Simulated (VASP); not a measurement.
Runs of VASP 6.6.1 on Al2Pt. The structure is that of space group Fm-3m (No. 225), or close to it. The cells are those of the table. 

```tsv
cell	gap on the mesh (eV)	pressure (GPa)
a = 4.165, b = 4.165, c = 4.179 Å, angles 59.9, 59.9, 60.2°, 3 atoms	none	0.3
a = 4.193, b = 4.193, c = 4.179 Å, angles 60.1, 60.1, 59.8°, 3 atoms	none	-1.6
a = 4.186, b = 4.186, c = 4.179 Å, angles 60.1, 60.1, 59.9°, 3 atoms	none	(a)
a = 4.200, b = 4.200, c = 4.179 Å, angles 60.2, 60.2, 59.7°, 3 atoms	none	-2.0
a = 4.172, b = 4.172, c = 4.179 Å, angles 59.9, 59.9, 60.1°, 3 atoms	none	(b)
a = 4.179 Å, angles 60.0°, 3 atoms	none	-0.7
a = 4.158, b = 4.158, c = 4.179 Å, angles 59.8, 59.8, 60.3°, 3 atoms	none	0.8
```

Alike in all rows: task single point; level r2SCAN; potentials or basis VASP PAW PBE potentials, release 64 (Al, Pt); no spin polarisation; k mesh 10 × 10 × 10; cutoff (eV) 520; smearing fermi-dirac 0.1 eV.

Estimate the missing entries.

(a) -1.1; (b) -0.2.

Caveats: the PAW data sets were made with another functional, which shifts forces and pressure a little; spin-orbit coupling is left out, which moves the levels of the heavy elements.

A k mesh can miss the band edges, and the runs leave out spin-orbit coupling on Pt.

A gap of «none» marks levels without a gap at the run's occupations.
